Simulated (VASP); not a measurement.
# Ti12HN12 in VASP: single point with PBE+D3(BJ)

Aim: the single point of Ti12HN12 with PBE+D3(BJ).

Everything below comes from runs of VASP 6.6.1. Logs are shortened: lines on timing, memory, paths and dates and some standing lists are left out, and cuts for length are marked.

**1. The cell of the first run**

The cell holds a slab with vacuum, 25 atoms: a = 5.947 Å, b = 5.947 Å, c = 21.653 Å, α = 90.00°, β = 90.00°, γ = 90.00°.

**2. Single point, PBE+D3(BJ)**

INCAR

```
PREC     = Accurate       # precision mode
ENCUT    = 520            # plane-wave cutoff, eV
EDIFF    = 1E-6           # SCF threshold, eV
ISMEAR   = 0              # smearing method
SIGMA    = 0.1            # smearing width, eV
LREAL    = Auto         
LASPH    = True           # aspherical terms in the spheres
NELM     = 60             # most SCF steps
ALGO     = Normal         # electronic algorithm
ISIF     = 2              # what is computed and relaxed
LWAVE    = False          # write WAVECAR
LCHARG   = True           # write CHGCAR
LDIPOL   = True         
IDIPOL   = 3            
DIPOL    = 0.5 0.5 0.289
GGA      = PE             # functional
IVDW     = 12             # dispersion correction
LELF     = True           # ELF
LVHAR    = True         
LVACPOTAV= True         
NBANDS   = 120            # bands
```

KPOINTS

```
regular mesh
0
Gamma
  5 5 1
```

POSCAR

```
Ti12HN12
1.0
    5.9473589866      0.0000000000      0.0000000000
    0.0000000000      5.9473589866      0.0000000000
    0.0000000000      0.0000000000     21.6533569277
Ti N H
12 12 1
Direct
    0.2500000000      0.2500000000      0.1847288628
    0.2500000000      0.7500000000      0.1847288628
    0.7500000000      0.2500000000      0.1847288628
    0.7500000000      0.7500000000      0.1847288628
    0.0000000000      0.0000000000      0.2801771125
    0.0000000000      0.5000000000      0.2801771125
    0.5000000000      0.0000000000      0.2801771125
    0.5000000000      0.5000000000      0.2801771125
    0.2500000000      0.2500000000      0.3715894834
    0.2500000000      0.7500000000      0.3715894834
    0.7500000000      0.2500000000      0.3715894834
    0.7500000000      0.7500000000      0.3715894834
    0.0000000000      0.0000000000      0.1847288628
    0.0000000000      0.5000000000      0.1847288628
    0.5000000000      0.0000000000      0.1847288628
    0.5000000000      0.5000000000      0.1847288628
    0.2500000000      0.2500000000      0.2786780157
    0.2500000000      0.7500000000      0.2786780157
    0.7500000000      0.2500000000      0.2786780157
    0.7500000000      0.7500000000      0.2786780157
    0.0000000000      0.0000000000      0.3811583098
    0.0000000000      0.5000000000      0.3811583098
    0.5000000000      0.0000000000      0.3811583098
    0.5000000000      0.5000000000      0.3811583098
    0.1666666667      0.1666666667      0.5104685137
```

Potentials or basis: VASP PAW PBE potentials, release 64 (Ti_sv, N, H).

Command:

```sh
$ cat potpaw_PBE.64/Ti_sv/POTCAR potpaw_PBE.64/N/POTCAR potpaw_PBE.64/H/POTCAR > POTCAR
$ mpirun -np 1 vasp_std > vasp.out
```

OUTCAR:

```text
PREC = Accurate
   ENCUT = 520
   EDIFF = 1E-6
   ISMEAR = 0
   LREAL = Auto
   LASPH = True
   NELM = 60
   ISIF = 2
   GGA = PE
   IVDW = 12
 IVDW          = 12

 ion  position               nearest neighbor table
   1  0.250  0.250  0.185-  17 2.03  14 2.10  15 2.10  16 2.10  13 2.10
   2  0.250  0.750  0.185-  18 2.03  14 2.10  15 2.10  16 2.10  13 2.10
   3  0.750  0.250  0.185-  19 2.03  14 2.10  15 2.10  16 2.10  13 2.10
   4  0.750  0.750  0.185-  20 2.03  14 2.10  15 2.10  16 2.10  13 2.10
   5  0.000  0.000  0.280-  13 2.07  17 2.10  18 2.10  19 2.10  20 2.10  21 2.19  11 2.89  12 2.89
                             9 2.89  10 2.89
   6  0.000  0.500  0.280-  14 2.07  17 2.10  18 2.10  19 2.10  20 2.10  22 2.19  11 2.89  12 2.89
                             9 2.89  10 2.89
   7  0.500  0.000  0.280-  15 2.07  17 2.10  18 2.10  19 2.10  20 2.10  23 2.19  11 2.89  12 2.89
                             9 2.89  10 2.89
   8  0.500  0.500  0.280-  16 2.07  17 2.10  18 2.10  19 2.10  20 2.10  24 2.19  11 2.89  12 2.89
                             9 2.89  10 2.89
   9  0.250  0.250  0.372-  17 2.01  21 2.11  22 2.11  23 2.11  24 2.11   6 2.89   7 2.89   8 2.89
                             5 2.89
  10  0.250  0.750  0.372-  18 2.01  21 2.11  22 2.11  23 2.11  24 2.11   6 2.89   7 2.89   8 2.89
                             5 2.89
  11  0.750  0.250  0.372-  19 2.01  21 2.11  22 2.11  23 2.11  24 2.11   6 2.89   7 2.89   8 2.89
                             5 2.89
  12  0.750  0.750  0.372-  20 2.01  21 2.11  22 2.11  23 2.11  24 2.11   6 2.89   7 2.89   8 2.89
                             5 2.89
  13  0.000  0.000  0.185-   5 2.07   2 2.10   3 2.10   4 2.10   1 2.10
  14  0.000  0.500  0.185-   6 2.07   2 2.10   3 2.10   4 2.10   1 2.10
  15  0.500  0.000  0.185-   7 2.07   2 2.10   3 2.10   4 2.10   1 2.10
  16  0.500  0.500  0.185-   8 2.07   2 2.10   3 2.10   4 2.10   1 2.10
  17  0.250  0.250  0.279-   9 2.01   1 2.03   6 2.10   7 2.10   8 2.10   5 2.10
  18  0.250  0.750  0.279-  10 2.01   2 2.03   6 2.10   7 2.10   8 2.10   5 2.10
  19  0.750  0.250  0.279-  11 2.01   3 2.03   6 2.10   7 2.10   8 2.10   5 2.10
  20  0.750  0.750  0.279-  12 2.01   4 2.03   6 2.10   7 2.10   8 2.10   5 2.10
  21  0.000  0.000  0.381-   9 2.11  10 2.11  11 2.11  12 2.11   5 2.19
  22  0.000  0.500  0.381-   9 2.11  10 2.11  11 2.11  12 2.11   6 2.19
  23  0.500  0.000  0.381-   9 2.11  10 2.11  11 2.11  12 2.11   7 2.19
  24  0.500  0.500  0.381-   9 2.11  10 2.11  11 2.11  12 2.11   8 2.19
  25  0.167  0.167  0.510-

  LATTYP: Found a simple tetragonal cell.
 ALAT       =     5.9473589866
 C/A-ratio  =     3.6408357014

  Lattice vectors:

 A1 = (   5.9473589866,   0.0000000000,   0.0000000000)
 A2 = (   0.0000000000,   5.9473589866,   0.0000000000)
 A3 = (   0.0000000000,   0.0000000000,  21.6533569277)

Analysis of symmetry for initial positions (statically):
=====================================================================
 Subroutine PRICEL returns:
 Original cell was already a primitive cell.

[... 171 lines left out ...]
     AMIX_MAG =   1.60;   BMIX_MAG =  1.00
  volume/ion in A,a.u.               =      30.64       206.74
  Fermi-wavevector in a.u.,A,eV,Ry     =   1.055038  1.993734 15.144727  1.113106
  Thomas-Fermi vector in A             =   2.190221
   LORBIT       =      0    0 simple, 1 ext, 2 COOP (PROOUT), +10 PAW based schemes
   GGA     = PE    functional components
   LHFCALC =     F    Hartree Fock is set to
   AEXX    =    0.0000 exact exchange contribution
   IVDW    =    12    specifies the selected vdW correction
   LEPSILON=     F    determine dielectric tensor
   LRPA    =     F    only Hartree local field effects (RPA)
 non-spin polarized calculation
 Gauss-broadening in eV      SIGMA  =   0.10
  energy-cutoff  :      520.00
  volume of cell :      765.90
 maximum number of plane-waves:     20646
 NGX is ok and might be reduce to    48
   NGX = 23   NGY = 23   NGZ = 81

 dipolmoment           0.000000      0.000000     -1.510818 electrons x Angstroem

 number of electron     204.9999952 magnetization

 dipolmoment           0.000000      0.000000      0.664274 electrons x Angstroem

 Free energy of the ion-electron system (eV)
  ---------------------------------------------------
  ext. energy  EPLUGINS =         0.00000000
  ---------------------------------------------------
  free energy    TOTEN  =      -230.79781874 eV

  energy without entropy =     -230.74160836  energy(sigma->0) =     -230.76971355

 E-fermi :   0.6366     XC(G=0):  -4.9062

 val. band max:        0.6305633024   @ k =   0.2000   0.2000   0.0000
 cond. band min:       0.6627308604   @ k =   0.2000   0.0000   0.0000
 fundamental gap:      0.0321675581
 Fermi energy:         0.6365999534

 k-point     1 :       0.0000    0.0000    0.0000
  band No.  band energies     occupation
      1     -57.3299      2.00000
      2     -57.2879      2.00000
      3     -57.2825      2.00000
      4     -57.2377      2.00000
      5     -57.1772      2.00000
      6     -57.1419      2.00000
[... 1042 lines left out ...]
    113       1.7600      0.00000
    114       1.7623      0.00000
 [bands above 114 left out]

------------------------ aborting loop because EDIFF is reached ----------------------------------------

 Edisp (eV)   -7.72154

 E8    (eV) :    -3.3908

  FORCE on cell =-STRESS in cart. coord.  units (eV):
  Direction    XX          YY          ZZ          XY          YZ          ZX
  --------------------------------------------------------------------------------------
  -------------------------------------------------------------------------------------
  Total     -15.34017   -15.34017    -1.59393    -0.02164     0.39609     0.39609
  in kB     -32.08982   -32.08982    -3.33432    -0.04527     0.82857     0.82857
  external pressure =      -22.50 kB  Pullay stress =        0.00 kB

 VOLUME and BASIS-vectors are now :
 -----------------------------------------------------------------------------
  energy-cutoff  :      520.00
  volume of cell :      765.90
      direct lattice vectors                 reciprocal lattice vectors
     5.947358987  0.000000000  0.000000000     0.168141860  0.000000000  0.000000000
     0.000000000  5.947358987  0.000000000     0.000000000  0.168141860  0.000000000
     0.000000000  0.000000000 21.653356928     0.000000000  0.000000000  0.046182216

 POSITION                                       TOTAL-FORCE (eV/Angst)
 -----------------------------------------------------------------------------------
      1.48684      1.48684      4.00000        -0.011629     -0.011629      1.600933
      1.48684      4.46052      4.00000        -0.001305      0.010971      1.771210
      4.46052      1.48684      4.00000         0.010971     -0.001305      1.771210
      4.46052      4.46052      4.00000         0.004542      0.004542      1.844180
      0.00000      0.00000      6.06678        -0.023411     -0.023411     -0.020921
      0.00000      2.97368      6.06678         0.000358      0.019514      0.003383
[... 17 lines left out ...]
      2.97368      2.97368      8.25336         0.060963      0.060963     -0.465416
      0.99123      0.99123     11.05336         0.132719      0.132719     -0.917342
 -----------------------------------------------------------------------------------
    total drift:                               -0.000032     -0.000032      0.135375

  FREE ENERGIE OF THE ION-ELECTRON SYSTEM (eV)
  ---------------------------------------------------
  free  energy   TOTEN  =      -238.5193613201 eV

  energy  without entropy=     -238.4631509384  energy(sigma->0) =     -238.49125613

 vacuum level on the upper side and lower side of the slab         6.462         3.063
```

It took 27 min on 1 thread of Intel Xeon 6975P-C (Granite Rapids), shared host; peak memory 1 GiB.

Results:

- Free energy: -238.5194 eV
- Largest force: 1.966 eV/Å
- Band gap on the k mesh: zero (an odd number of electrons rules out a gap without spin polarisation)
- Dispersion energy per atom: -0.309 eV

Forces in eV/Å, atoms in the order of the input:
```
Ti  -0.012 -0.012  1.601
Ti  -0.001  0.011  1.771
Ti   0.011 -0.001  1.771
Ti   0.005  0.005  1.844
Ti  -0.023 -0.023 -0.021
Ti   0.000  0.020  0.003
Ti   0.020  0.000  0.003
Ti  -0.005 -0.005  0.020
Ti  -0.202 -0.202  1.946
Ti  -0.057  0.112  0.684
Ti   0.112 -0.057  0.684
Ti   0.060  0.060  0.461
N   -0.009 -0.009 -1.780
N    0.009  0.003 -1.806
N    0.003  0.009 -1.806
N   -0.008 -0.008 -1.832
N    0.010  0.010 -0.158
N   -0.009 -0.003 -0.059
N   -0.003 -0.009 -0.059
N    0.011  0.011 -0.073
N   -0.126 -0.126 -0.708
N   -0.071  0.091 -0.551
N    0.091 -0.071 -0.551
N    0.061  0.061 -0.465
H    0.133  0.133 -0.917
```

Caveat: an odd number of electrons without spin polarisation forces a metal; a magnetic or distorted state may lie lower.

The gap in the log of VASP goes by the Fermi energy; the results here count the filled bands.